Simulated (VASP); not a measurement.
Here is a VASP 6.6.1 calculation.

POSCAR

```
NbAsO5
1.0
    3.6497945437      0.0000000000      0.0000000000
    0.0000000000      3.6497945437      0.0000000000
    0.0000000000      0.0000000000      5.0051723256
Nb As O
1 1 5
Direct
    0.0000000000      0.0000000000      0.5000000000
    0.5000000000      0.5000000000      0.0000000000
    0.0000000000      0.0000000000      0.0000000000
    0.5000000000      0.0000000000      0.7134223387
    0.0000000000      0.5000000000      0.7134223387
    0.5000000000      0.0000000000      0.2865776613
    0.0000000000      0.5000000000      0.2865776613
```

INCAR.step1

```
SYSTEM = NbAsO5
ALGO = Normal
EDIFF = 1E-4
ENCUT = 520
GGA = PE
ISMEAR = -1
LASPH = .TRUE.
LCHARG = .FALSE.
LREAL = .FALSE.
LWAVE = .TRUE.
NBANDS = 33
NELM = 80
PREC = Accurate
SIGMA = 0.03
```

Contents of INCAR.step2:

```
SYSTEM = NbAsO5
ALGO = Normal
BPARAM = 11.95
CPARAM = 0.0093
EDIFF = 1E-6
ENCUT = 520
ISIF = 2
ISMEAR = -1
ISTART = 1
IVDW_NL = 2
LASPH = .TRUE.
LCHARG = .FALSE.
LMIXTAU = .TRUE.
LREAL = .FALSE.
LUSE_VDW = .TRUE.
LWAVE = .FALSE.
METAGGA = R2SCAN
NBANDS = 33
NELM = 80
PREC = Accurate
SIGMA = 0.03
```

KPOINTS

```
k-points
0
G
  8 8 6
  0 0 0
```

Potentials or basis: VASP PAW PBE potentials, release 64 (Nb_sv, As, O).

Run with:

```bash
$ cat potpaw_PBE.64/Nb_sv/POTCAR potpaw_PBE.64/As/POTCAR potpaw_PBE.64/O/POTCAR > POTCAR
$ cp INCAR.step1 INCAR
$ mpirun -np 1 vasp_std > vasp.out
$ cp INCAR.step2 INCAR
$ mpirun -np 1 vasp_std > vasp.out
```

Task: Estimate the pressure.

Result: -0.1 GPa.

Task: What does it give for the largest force?

Result: 0.024 eV/Å.

Task: Predict the band gap on the k mesh.

Result: Zero (bands 24 and 25 overlap by 0.86 eV).

Stress tensor (GPa, compression positive):
```
-0.17  0.00  0.00
 0.00 -0.17  0.00
 0.00  0.00  0.01
```

Caveat: the PAW data sets were made with another functional, which shifts forces and pressure a little.
